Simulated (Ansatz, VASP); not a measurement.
**NbCuP2: VASP beside Ansatz**

```
CELL_PARAMETERS angstrom
3.25782 0.00000 0.00000
-1.62891 2.82136 0.00000
0.00000 0.00000 6.27516
ATOMIC_POSITIONS crystal
Nb 0.33333 0.66667 0.50000
Cu 0.33333 0.66667 0.00000
P 0.00000 0.00000 0.76244
P 0.00000 0.00000 0.23756
```

Alike in both runs: task relaxation of cell and atoms; functional PBE; k mesh 6 × 6 × 4; occupations gaussian, width 0.1 eV; no spin polarisation.

|  | VASP | Ansatz |
| --- | --- | --- |
| version | VASP 6.6.1 | Ansatz 0.2.0 |
| potentials or method | VASP PAW PBE potentials, release 64 (Nb_sv, Cu, P), cutoff 600 eV | scalar-relativistic, plane waves, PAW |
| valence electrons in the cell | 34 | 42 |

|  | VASP | Ansatz | Ansatz less VASP |
| --- | --- | --- | --- |
| gap on the k mesh at the Fermi level, each at its own relaxed structure (eV) | none | none | - |
| relaxed volume (Å³/atom) | 15.26 | 15.22 | -0.048 |
| relaxed cell length with the largest relative difference (Å) | 5.516 | 5.534 | +0.0180 |

A gap of «none» marks a metal or a gap that the smearing closes. VASP's potentials hold 34 valence electrons a cell and Ansatz's 42, so a difference there can come from the potentials and not from the codes.

The k mesh is coarse, so the values compare programs but aren't converged.
